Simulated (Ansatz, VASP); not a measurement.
# One calculation of AlSn, two programs

```
Sn Al
1.0
     4.19811    0.00000    0.00000
    -2.09905    3.63567    0.00000
     0.00000    0.00000    3.30685
Sn Al
1 1
Direct
  0.33333 0.66667 0.50000
  0.00000 0.00000 0.00000
```

Alike in both runs: task single point; functional PBEsol-based global hybrid with a share of 0.25 of exact exchange; k mesh 4 × 4 × 4; occupations fermi-dirac, width 0.05 eV; no spin polarisation.

|  | VASP | Ansatz |
| --- | --- | --- |
| version | VASP 6.6.1 | Ansatz 0.2.0 |
| potentials or method | VASP PAW PBE potentials, release 64 (Sn_d, Al) | Ansatz PAW |
| plane-wave cutoff (eV) | 520 | 420 |
| valence electrons in the cell | 17 | 17 |

Ansatz gave:

* gap on the k mesh at the Fermi level (eV): none
* pressure (GPa): -0.9
* traceless stress, the component that is largest in VASP (GPa): 8.05

Problem. Which values does VASP return?

Solution. gap on the k mesh at the Fermi level (eV): none; pressure (GPa): -1.0; traceless stress, the component that is largest in VASP (GPa): 8.15.

VASP's potentials were made for PBE, not for PBEsol-based global hybrid. A gap of «none» marks a metal or a gap that the smearing closes. The functional is the same, so the differences come from potentials, cutoffs and numerics.

The k mesh is coarse, so the values compare programs but aren't converged.
